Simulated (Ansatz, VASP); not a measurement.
**Al in VASP and in Ansatz**

The input INCAR:

```
SYSTEM = Al
ALGO = Normal
EDIFF = 1E-6
ENCUT = 520
GGA = PE
ISIF = 2
ISMEAR = 0
IVDW = 12
LASPH = .TRUE.
LCHARG = .FALSE.
LREAL = .FALSE.
LWAVE = .FALSE.
NBANDS = 14
NELM = 80
PREC = Accurate
SIGMA = 0.15
```

Contents of KPOINTS:

```
k-points
0
G
  18 18 4
  0 0 0
```

The input POSCAR:

```
Al
1.0
    2.8144222650      0.0000000000      0.0000000000
   -1.4072111325      2.4373611785      0.0000000000
    0.0000000000      0.0000000000      9.2410470710
Al
4
Direct
    0.0000000000      0.0000000000      0.0000000000
    0.3333333333      0.6666666667      0.2045506048
    0.0000000000      0.0000000000      0.5000000000
    0.6666666667      0.3333333333      0.7500000000
```

Input for Ansatz:

```yaml
crystal:
  lattice:
    - [2.814422265, 0.0, 0.0]
    - [-1.4072111325, 2.4373611785, 0.0]
    - [0.0, 0.0, 9.241047071]
  atoms:
    - { symbol: Al, position: [0.0, 0.0, 0.0] }
    - { symbol: Al, position: [0.3333333333, 0.6666666667, 0.2045506048] }
    - { symbol: Al, position: [0.0, 0.0, 0.5] }
    - { symbol: Al, position: [0.6666666667, 0.3333333333, 0.75] }
basis:
  ecutwfc: 420
kpoints:
  mp_grid: { grid: [18, 18, 4] }
hamiltonian:
  xc: pbe
  pseudopotentials: { kind: paw, azcp: { folder: soft_1 } }
  dispersion: d3bj
scf:
  occupations: { method: gaussian, width: 0.15 }
output:
  forces: true
  stress: true
  eigenvalues: true
```

Alike in both runs: task single point; functional PBE; dispersion D3(BJ); k mesh 18 × 18 × 4; occupations gaussian, width 0.15 eV; no spin polarisation.

|  | VASP | Ansatz |
| --- | --- | --- |
| version | VASP 6.6.1 | Ansatz 0.2.0 |
| potentials or method | VASP PAW PBE potentials, release 64 (Al), cutoff 520 eV | scalar-relativistic, plane waves, PAW |
| valence electrons in the cell | 12 | 12 |

Ansatz gave:

- gap on the k mesh at the Fermi level (eV): none
- pressure (GPa): 4.3
- traceless stress, the component that is largest in VASP (GPa): 2.97
- rms of the force components (eV/Å): 1.079

What did VASP give for the same quantities?

gap on the k mesh at the Fermi level (eV): none; pressure (GPa): 4.3; traceless stress, the component that is largest in VASP (GPa): 2.98; rms of the force components (eV/Å): 1.080.

Atom by atom the forces differ by 0.001 eV/Å (rms over components). A gap of «none» marks a metal or a gap that the smearing closes.
